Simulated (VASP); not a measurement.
# Nb16H3C in VASP: further runs

Runs on Nb16H3C. Level: PBE+D3(BJ). Tasks: single point.

Program: VASP 6.6.1. These are calculated values, not measurements. Logs are shortened: lines on timing, memory, paths and dates and some standing lists are left out, and cuts for length are marked.

### 1 The cell of the first run

The cell holds a slab with vacuum, 20 atoms: a = 6.600 Å, b = 5.716 Å, c = 20.000 Å, α = 90.00°, β = 90.00°, γ = 54.74°.

### 2 Single point, PBE+D3(BJ)

File INCAR:

```
ALGO = Normal
EDIFF = 1E-6
ENCUT = 520
GGA = PE
ISIF = 2
ISMEAR = 0
IVDW = 12
LASPH = T
LCHARG = F
LREAL = Auto
LWAVE = F
NBANDS = 124
NELM = 80
PREC = Accurate
SIGMA = 0.1
```

File KPOINTS:

```
k-points
0
Gamma
  3 4 1
```

File POSCAR:

```
Nb16H3C
1.0
    6.6000000000      0.0000000000      0.0000000000
    3.3000000000      4.6669050000      0.0000000000
    0.0000000000      0.0000000000     20.0003570000
Nb C H
16 1 3
Direct
   -0.2499999464      0.4999998929      0.0499991075
    0.2500000536      0.4999998929      0.0499991075
   -0.2500000000      1.0000000000      0.0499991075
    0.2500000000      1.0000000000      0.0499991075
   -0.0022480177     -0.0028969949      0.1616912638
    0.4973220498     -0.0025425844      0.1613488699
   -0.0018877267      0.4970345443      0.1608788783
    0.4967878045      0.4970283303      0.1608967280
   -0.2560511529      0.4940741241      0.2747357960
    0.2435223473      0.4945504569      0.2780520368
   -0.2556712959      0.9931995616      0.2771849522
    0.2446005326      0.9929713590      0.2774429976
   -0.0100904423     -0.0049863882      0.3899073402
    0.5000612934     -0.0251710716      0.3853395717
   -0.0138278719      0.4941448347      0.3909816210
    0.4935485371      0.4909217136      0.3915548107
    0.1848893901      0.5969675834      0.4751811180
    0.1239749051      0.4639659475      0.4961526437
    0.3741940676      0.4883015617      0.4980870591
    0.0696191151      0.8028957093      0.5028482242
```

Potentials or basis: VASP PAW PBE potentials, release 64 (Nb_sv, C, H).

On the command line:

```sh
$ cat potpaw_PBE.64/Nb_sv/POTCAR potpaw_PBE.64/C/POTCAR potpaw_PBE.64/H/POTCAR > POTCAR
$ mpirun -np 1 vasp_std > vasp.out
```

OUTCAR:

```text
EDIFF = 1E-6
   ENCUT = 520
   GGA = PE
   ISIF = 2
   ISMEAR = 0
   IVDW = 12
   LASPH = T
   LREAL = Auto
   NELM = 80
   PREC = Accurate
 IVDW          = 12

 ion  position               nearest neighbor table
   1  0.750  0.500  0.050-   7 2.75   8 2.78   4 2.86   3 2.86   3 2.86   4 2.86
   2  0.250  0.500  0.050-   8 2.75   7 2.78   3 2.86   4 2.86   4 2.86   3 2.86
   3  0.750  0.000  0.050-   5 2.76   6 2.79   2 2.86   1 2.86   1 2.86   2 2.86
   4  0.250  0.000  0.050-   6 2.76   5 2.79   1 2.86   2 2.86   2 2.86   1 2.86
   5  0.998  0.997  0.162-   3 2.76   4 2.79  12 2.82   8 2.85   7 2.86   7 2.86  11 2.86   8 2.86

   6  0.497  0.997  0.161-   4 2.76   3 2.79  11 2.82   8 2.85   7 2.85   7 2.86   8 2.86  12 2.87

   7  0.998  0.497  0.161-   1 2.75   2 2.78   9 2.83  10 2.84   6 2.85   5 2.86   5 2.86   6 2.86

   8  0.497  0.497  0.161-   2 2.75   1 2.78   9 2.80   6 2.85   5 2.85   5 2.86   6 2.86  10 2.88

   9  0.744  0.494  0.275-   8 2.80  15 2.82   7 2.83  12 2.85  11 2.85  11 2.86  12 2.86  16 2.87

  10  0.244  0.495  0.278-  16 2.80  15 2.83   7 2.84  11 2.85  12 2.85  12 2.86  11 2.86   8 2.88

  11  0.744  0.993  0.277-  14 2.74  13 2.78   6 2.82  10 2.85   9 2.85   5 2.86   9 2.86  10 2.86

  12  0.245  0.993  0.277-  14 2.70  13 2.80   5 2.82  10 2.85   9 2.85  10 2.86   9 2.86   6 2.87

  13  0.990  0.995  0.390-  17 2.52  11 2.78  12 2.80  16 2.84  15 2.84  15 2.88  16 2.88
  14  0.500  0.975  0.385-  12 2.70  11 2.74  15 2.77  16 2.79  16 2.93  15 2.95
  15  0.986  0.494  0.391-  17 2.41  14 2.77   9 2.82  10 2.83  13 2.84  13 2.88  14 2.95
  16  0.494  0.491  0.392-  17 2.43  14 2.79  10 2.80  13 2.84   9 2.87  13 2.88  14 2.93
  17  0.185  0.597  0.475-  20 1.11  19 1.12  18 1.13  15 2.41  16 2.43  13 2.52
  18  0.124  0.464  0.496-  17 1.13
  19  0.374  0.488  0.498-  17 1.12
  20  0.070  0.803  0.503-  17 1.11

  LATTYP: Found a base centered orthorhombic cell.
 ALAT       =     6.6000000000
 B/A-ratio  =     1.4142136364
 C/A-ratio  =     3.0303571212

  Lattice vectors:

 A1 = (   3.3000000000,  -4.6669050000,   0.0000000000)
 A2 = (   3.3000000000,   4.6669050000,   0.0000000000)
 A3 = (   0.0000000000,   0.0000000000,  20.0003570000)

Analysis of symmetry for initial positions (statically):
=====================================================================
 Subroutine PRICEL returns:
 Original cell was already a primitive cell.

 Routine SETGRP: Setting up the symmetry group for a
 base centered orthorhombic supercell.

 Subroutine GETGRP returns: Found  1 space group operations
 (whereof  1 operations were pure point group operations)
 out of a pool of  8 trial point group operations.

The static configuration has the point symmetry C_1 .

Analysis of symmetry for dynamics (positions and initial velocities):
=====================================================================
 Subroutine PRICEL returns:
 Original cell was already a primitive cell.

 Routine SETGRP: Setting up the symmetry group for a
 base centered orthorhombic supercell.

 Subroutine GETGRP returns: Found  1 space group operations
 (whereof  1 operations were pure point group operations)
 out of a pool of  8 trial point group operations.

The dynamic configuration has the point symmetry C_1 .

 Subroutine INISYM returns: Found  1 space group operations
 (whereof  1 operations are pure point group operations),
 and found     1 'primitive' translations

----------------------------------------------------------------------------------------

                                     Primitive cell

  volume of cell :     616.0425

  direct lattice vectors                    reciprocal lattice vectors
     6.600000000  0.000000000  0.000000000     0.151515152 -0.107137385  0.000000000
     3.300000000  4.666905000  0.000000000     0.000000000  0.214274771  0.000000000
     0.000000000  0.000000000 20.000357000     0.000000000  0.000000000  0.049999108

  length of vectors
     6.600000000  5.715767864 20.000357000     0.185567402  0.214274771  0.049999108

  position of ions in fractional coordinates (direct lattice)
     0.750000054  0.499999893  0.049999107
     0.250000054  0.499999893  0.049999107
     0.750000000  0.000000000  0.049999107
     0.250000000  0.000000000  0.049999107
     0.997751982  0.997103005  0.161691264
     0.497322050  0.997457416  0.161348870
[... 12 lines left out ...]
     0.374194068  0.488301562  0.498087059
     0.069619115  0.802895709  0.502848224

  ion indices of the primitive-cell ions
   primitive index   ion index
                 1           1
                 2           2
                 3           3
                 4           4
                 5           5
                 6           6
[... 12 lines left out ...]
                19          19
                20          20

----------------------------------------------------------------------------------------

 KPOINTS: k-points

Automatic generation of k-mesh.
 Grid dimensions read from file:
 generate k-points for:    3    4    1

 Generating k-lattice:

  Cartesian coordinates                     Fractional coordinates (reciprocal lattice)
     0.050505051 -0.035712462  0.000000000     0.333333333  0.000000000  0.000000000
     0.000000000  0.053568693  0.000000000     0.000000000  0.250000000  0.000000000
     0.000000000  0.000000000  0.049999108     0.000000000  0.000000000  1.000000000

  Length of vectors
     0.061855801  0.053568693  0.049999108

  Shift w.r.t. Gamma in fractional coordinates (k-lattice)
     0.000000000  0.000000000  0.000000000

 WARNING: IBZKPT: internal override: KBLOWUP is changed to .FALSE.
      ... skipping the blow-up phase ...

 Subroutine IBZKPT returns following result:
 ===========================================

 Found      7 irreducible k-points:

 Following reciprocal coordinates:
            Coordinates               Weight
  0.000000  0.000000  0.000000      1.000000
  0.333333  0.000000  0.000000      2.000000
  0.000000  0.250000  0.000000      2.000000
  0.333333  0.250000  0.000000      2.000000
 -0.333333  0.250000  0.000000      2.000000
  0.000000  0.500000  0.000000      1.000000
  0.333333  0.500000  0.000000      2.000000
   k-points           NKPTS =      7   k-points in BZ     NKDIM =      7   number of bands    NBANDS=    124
   number of dos      NEDOS =    301   number of ions     NIONS =     20
   total plane-waves  NPLWV = 360000
   dimension x,y,z NGX =    50 NGY =   48 NGZ =  150
   dimension x,y,z NGXF=   100 NGYF=   96 NGZF=  300
   ions per type =              16   1   3
   NGX,Y,Z   is equivalent  to a cutoff of  12.59, 13.96, 12.47 a.u.
   NGXF,Y,Z  is equivalent  to a cutoff of  25.19, 27.92, 24.94 a.u.
 SYSTEM =  unknown system
   PREC   = accura    normal or accurate (medium, high low for compatibility)
   ISTART =      0    job   : 0-new  1-cont  2-samecut
   ICHARG =      2    charge: 1-file 2-atom 10-const
   ISPIN  =      1    spin polarized calculation?
   LNONCOLLINEAR =      F non collinear calculations
   LSORBIT =      F    spin-orbit coupling
   LASPH  =      T    aspherical Exc in radial PAW
   ENCUT  =  520.0 eV  38.22 Ry    6.18 a.u.  12.27 10.63 37.19*2*pi/ulx,y,z
   NELM   =     80;   NELMIN=  2; NELMDL= -5     # of ELM steps
   EDIFF  = 0.1E-05   stopping-criterion for ELM
   LREAL  =      T    real-space projection
   EDIFFG = 0.1E-04   stopping-criterion for IOM
   NSW    =      0    number of steps for IOM
   IBRION =     -1    ionic relax: 0-MD 1-quasi-New 2-CG
   NFREE  =      0    steps in history (QN), initial steepest desc. (CG)
   ISIF   =      2    stress and relaxation
   ISYM   =      2    0-nonsym 1-usesym 2-fastsym
   POTIM  = 0.5000    time-step for ionic-motion
   TEBEG  =    0.0;   TEEND  =   0.0 temperature during run
   PSTRESS=    0.0 pullay stress
   NELECT =     215.0000    total number of electrons
   NUPDOWN=      -1.0000    fix difference up-down
   EMIN   =  10.00;   EMAX   =-10.00  energy-range for DOS
   EFERMI =   0.00;   METHOD = LEGACY
   ISMEAR =     0;   SIGMA  =   0.10  broadening in eV -4-tet -1-fermi 0-gaus
   EFERMI_NEDOS =   21; number of points for ismear=-14 and -15
   IALGO  =     38    algorithm
   IMIX   =      4    mixing-type and parameters
     AMIX     =   0.40;   BMIX     =  1.00
     AMIX_MAG =   1.60;   BMIX_MAG =  1.00
  volume/ion in A,a.u.               =      30.80       207.86
  Fermi-wavevector in a.u.,A,eV,Ry     =   1.152615  2.178126 18.075617  1.328520
  Thomas-Fermi vector in A             =   2.289264
   LORBIT       =      0    0 simple, 1 ext, 2 COOP (PROOUT), +10 PAW based schemes
   GGA     = PE    functional components
   LHFCALC =     F    Hartree Fock is set to
   AEXX    =    0.0000 exact exchange contribution
   IVDW    =    12    specifies the selected vdW correction
   LEPSILON=     F    determine dielectric tensor
   LRPA    =     F    only Hartree local field effects (RPA)
 non-spin polarized calculation
 Gauss-broadening in eV      SIGMA  =   0.10
  energy-cutoff  :      520.00
  volume of cell :      616.04
 maximum number of plane-waves:     16615
 NGX is ok and might be reduce to    50
   NGX = 25   NGY = 21   NGZ = 75

 number of electron     215.0000002 magnetization

 Free energy of the ion-electron system (eV)
  ---------------------------------------------------
  ext. energy  EPLUGINS =         0.00000000
  ---------------------------------------------------
  free energy    TOTEN  =      -176.23299738 eV

  energy without entropy =     -176.13844031  energy(sigma->0) =     -176.18571885

 E-fermi :   3.4318     XC(G=0):  -7.0891

 val. band max:        3.4265437718   @ k =   0.0000   0.2500   0.0000
 cond. band min:       3.4454751712   @ k =   0.0000   0.2500   0.0000
 fundamental gap:      0.0189313994
 Fermi energy:         3.4318485177

 k-point     1 :       0.0000    0.0000    0.0000
  band No.  band energies     occupation
      1     -51.2020      2.00000
      2     -51.1633      2.00000
      3     -51.0855      2.00000
      4     -51.0320      2.00000
      5     -51.0307      2.00000
      6     -51.0002      2.00000
[... 111 lines left out ...]
    118       5.5052      0.00000
    119       5.6593      0.00000
[... 730 lines left out ...]
    118       4.7045      0.00000
    119       4.8595      0.00000
 [bands above 119 left out]

------------------------ aborting loop because EDIFF is reached ----------------------------------------

 Edisp (eV)   -9.30337

 E8    (eV) :    -4.5998

  FORCE on cell =-STRESS in cart. coord.  units (eV):
  Direction    XX          YY          ZZ          XY          YZ          ZX
  --------------------------------------------------------------------------------------
  -------------------------------------------------------------------------------------
  Total     -15.05978   -19.13002    -0.68726     0.69671     1.57339     0.92354
  in kB     -39.16684   -49.75254    -1.78739     1.81199     4.09202     2.40191
  external pressure =      -30.24 kB  Pullay stress =        0.00 kB

 VOLUME and BASIS-vectors are now :
 -----------------------------------------------------------------------------
  energy-cutoff  :      520.00
  volume of cell :      616.04
      direct lattice vectors                 reciprocal lattice vectors
     6.600000000  0.000000000  0.000000000     0.151515152 -0.107137385  0.000000000
     3.300000000  4.666905000  0.000000000     0.000000000  0.214274771  0.000000000
     0.000000000  0.000000000 20.000357000     0.000000000  0.000000000  0.049999108

 POSITION                                       TOTAL-FORCE (eV/Angst)
 -----------------------------------------------------------------------------------
      6.60000      2.33345      1.00000        -0.017754     -0.035055     -0.089181
      3.30000      2.33345      1.00000        -0.041479     -0.040098      0.170744
      4.95000      0.00000      1.00000        -0.017895     -0.048270     -0.055416
      1.65000      0.00000      1.00000        -0.043911     -0.042638      0.004126
      9.87560      4.65339      3.23388         0.000686      0.000422      0.004487
      6.57394      4.65504      3.22703         0.000061     -0.000266      0.000647
[... 12 lines left out ...]
      4.08108      2.27886      9.96192         0.030064      0.001892      0.006352
      3.10904      3.74704     10.05714         0.049722      0.086815      0.027771
 -----------------------------------------------------------------------------------
    total drift:                                0.001293      0.001980      0.007712

  FREE ENERGIE OF THE ION-ELECTRON SYSTEM (eV)
  ---------------------------------------------------
  free  energy   TOTEN  =      -185.5363719715 eV

  energy  without entropy=     -185.4418149018  energy(sigma->0) =     -185.48909344
```

Run time: 43 min. Hardware: 1 thread of Intel Xeon Platinum 8259CL at 2.50GHz (Skylake/Cascade Lake), shared host; peak memory 0.89 GiB.

Results:

* Free energy: -185.5364 eV
* Largest force: 0.180 eV/Å
* Band gap on the k mesh: zero (an odd number of electrons rules out a gap without spin polarisation)
* Dispersion energy per atom: -0.465 eV

Forces in eV/Å, atoms in the order of the input:
```
Nb  -0.018 -0.035 -0.089
Nb  -0.041 -0.040  0.171
Nb  -0.018 -0.048 -0.055
Nb  -0.044 -0.043  0.004
Nb   0.001  0.000  0.004
Nb   0.000  0.000  0.001
Nb   0.001 -0.001  0.000
Nb   0.002 -0.002  0.008
Nb   0.001  0.001  0.004
Nb   0.008 -0.006 -0.004
Nb  -0.002  0.000 -0.009
Nb   0.010 -0.007 -0.008
Nb   0.003 -0.006 -0.011
Nb   0.000 -0.001 -0.025
Nb   0.025  0.001  0.006
Nb  -0.006  0.000 -0.004
C    0.020  0.048 -0.020
H   -0.023  0.051 -0.007
H    0.030  0.002  0.006
H    0.050  0.087  0.028
```

Levels at points of the mesh, in eV from the Fermi level:
```csv
k point,band 103,band 104,band 105,band 106,band 107,band 108,band 109,band 110,band 111,band 112
"(0.00, 0.00, 0.00)",0.07,0.16,0.19,0.25,0.28,0.51,0.56,0.86,1.51,1.52
"(0.00, 0.50, 0.00)",-0.47,-0.19,-0.06,0.06,0.09,0.13,0.13,0.16,0.18,0.21
```

### 3 Single point, PBE+D3(BJ)

File INCAR:

```
PREC = Accurate ; ENCUT = 520
EDIFF = 1E-7 ; ISMEAR = 0
SIGMA = 0.1 ; LREAL = Auto
LASPH = T ; NELM = 60
ALGO = Normal ; ISIF = 2
LWAVE = F ; LCHARG = F
GGA = PE ; IVDW = 12
NBANDS = 124
```

File KPOINTS:

```
Automatic mesh
0
Gamma
  3 4 1
```

File POSCAR:

```
Nb16H3C
1.0
    6.6000000000      0.0000000000      0.0000000000
    3.3000000000      4.6669050000      0.0000000000
    0.0000000000      0.0000000000     20.0003570000
Nb C H
16 1 3
Direct
   -0.2499999464      0.4999998929      0.0499991075
    0.2500000536      0.4999998929      0.0499991075
   -0.2500000000      1.0000000000      0.0499991075
    0.2500000000      1.0000000000      0.0499991075
    0.0007180627     -0.0005521861      0.1609812265
    0.4993364832     -0.0007866027      0.1609049778
    0.0003204625      0.4991466507      0.1613214704
    0.5000138262      0.4989778022      0.1616562144
   -0.2500141753      0.4987489567      0.2769337567
    0.2492103817      0.4986531759      0.2771794023
   -0.2501323929      0.9984711495      0.2751312389
    0.2502644495      0.9976401919      0.2781862844
   -0.0010680260     -0.0008903117      0.3919068545
    0.5034543224     -0.0067425842      0.3916277594
   -0.0073370031      0.5123609759      0.3851134757
    0.5028000098      0.4893442228      0.3891030045
    0.3188786440      0.8609033182      0.4756568595
    0.4234315333      0.6445745092      0.4997574293
    0.3998289646      0.9677184344      0.4992919376
    0.1306899536      0.9770764565      0.4994405850
```

Potentials or basis: VASP PAW PBE potentials, release 64 (Nb_sv, C, H).

On the command line:

```sh
$ cat potpaw_PBE.64/Nb_sv/POTCAR potpaw_PBE.64/C/POTCAR potpaw_PBE.64/H/POTCAR > POTCAR
$ mpirun -np 1 vasp_std > vasp.out
```

Run time: 45 min. Hardware: 1 thread of Intel Xeon Platinum 8175M at 2.50GHz (Skylake/Cascade Lake), shared host; peak memory 0.89 GiB.

The run converged. Its results:

```yaml
Free_energy: -185.5670 eV
Largest_force: 0.170 eV/Å
Band_gap_on_the_k_mesh: zero (an odd number of electrons rules out a gap without spin polarisation)
Dispersion_energy_per_atom: -0.465 eV
```

Forces on the atoms (eV/Å):
```
Nb  -0.016 -0.002 -0.054
Nb   0.016  0.008  0.007
Nb  -0.006 -0.016 -0.081
Nb  -0.003 -0.002  0.170
Nb   0.002 -0.003  0.001
Nb  -0.001 -0.001  0.003
Nb   0.000 -0.001  0.003
Nb  -0.001  0.000  0.003
Nb  -0.002  0.007 -0.003
Nb  -0.004  0.006  0.001
Nb  -0.002 -0.010  0.000
Nb   0.009 -0.003 -0.007
Nb   0.009 -0.004 -0.010
Nb   0.006  0.002 -0.010
Nb  -0.001  0.005 -0.014
Nb  -0.005  0.008  0.005
C   -0.003 -0.020 -0.026
H    0.006  0.000  0.000
H    0.014  0.018  0.005
H   -0.017  0.008  0.006
```

Levels at points of the mesh, in eV from the Fermi level:
```tsv
k point	band 105	band 106	band 107	band 108	band 109	band 110
(0.00, 0.00, 0.00)	0.19	0.28	0.28	0.48	0.56	0.87
(0.00, 0.50, 0.00)	-0.07	0.08	0.09	0.12	0.13	0.15
```
